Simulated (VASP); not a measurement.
Runs of VASP 6.6.1 on CaSe. The structure is that of space group Fm-3m (No. 225), or close to it. The cells are those of the table. 

```tsv
level	cell	k mesh	smearing	gap on the mesh (eV)	pressure (GPa)
PBE	a = 4.197 Å, angles 60.0°, 2 atoms	8 × 8 × 8	fermi-dirac 0.02 eV	(b)	0.7
PBE	a = 4.221, b = 4.221, c = 4.245 Å, angles 59.8, 59.8, 60.4°, 2 atoms	4 × 4 × 4	gaussian 0.01 eV	(a)	-0.2
PBE	a = 4.197, b = 4.285, c = 4.285 Å, angles 58.6, 60.7, 60.7°, 2 atoms	4 × 4 × 4	gaussian 0.01 eV	2.12	-0.9
PBE	a = 4.197 Å, angles 60.0°, 2 atoms	4 × 4 × 4	gaussian 0.01 eV	2.04	0.9
r2SCAN	a = 4.197 Å, angles 60.0°, 2 atoms	8 × 8 × 8	gaussian 0.01 eV	2.52	0.2
```

Alike in all rows: task single point; potentials or basis VASP PAW PBE potentials, release 64 (Ca_sv, Se); no spin polarisation; cutoff (eV) 520.

Problem. Fill in the values left out.

Solution. (a) 2.08; (b) 2.05.

Caveats: some runs use coarse meshes; the PAW data sets were made with another functional, which shifts forces and pressure a little (some runs).

A k mesh can miss the band edges, and the runs leave out spin-orbit coupling on Se.
